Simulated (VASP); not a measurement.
MoS2, 3 atoms in the cell. The structure is trigonal, space group R3m (No. 160). The conventional cell has a = 3.117 Å, b = 3.117 Å, c = 18.201 Å, α = 90.00°, β = 90.00°, γ = 120.00°. Mo (site symmetry 3m) has 6 S at 2.35 to 2.36 Å within 3.1 Å. Within 3.1 Å of S (site symmetry 3m) lie 3 Mo at 2.36 Å and 1 S at 3.04 Å. S (site symmetry 3m) has 3 Mo at 2.35 Å and 1 S at 3.04 Å within 3.1 Å.  This cell differs from its parent crystal: volume scaled by 0.96.

* Program: VASP 6.6.1
* Task: single point
* Functional: LDA
* Potentials or basis: VASP PAW LDA potentials, release 64 (Mo_sv, S)
* Cutoff: 520 eV
* k mesh: 10 × 10 × 10
* Occupations: fermi-dirac, width 0.05 eV
* Spin: no spin polarisation
* Dipole correction: no
* Further INCAR settings: ALGO = Normal; EDIFF = 1e-06; NBANDS = 20

Potentials or basis: VASP PAW LDA potentials, release 64 (Mo_sv, S).

Command:

```sh
$ cat potpaw_LDA.64/Mo_sv/POTCAR potpaw_LDA.64/S/POTCAR > POTCAR
$ mpirun -np 1 vasp_std > vasp.out
```

Hardware: 1 thread of Intel(R) Xeon(R) 6975P-C (Granite Rapids) (shared host).

How long does it take, and how much memory?

Run time: 3 min on 1 thread of Intel(R) Xeon(R) 6975P-C (Granite Rapids) (shared host), peak memory 0.32 GiB. Counts: scf iterations 14, k points 116.
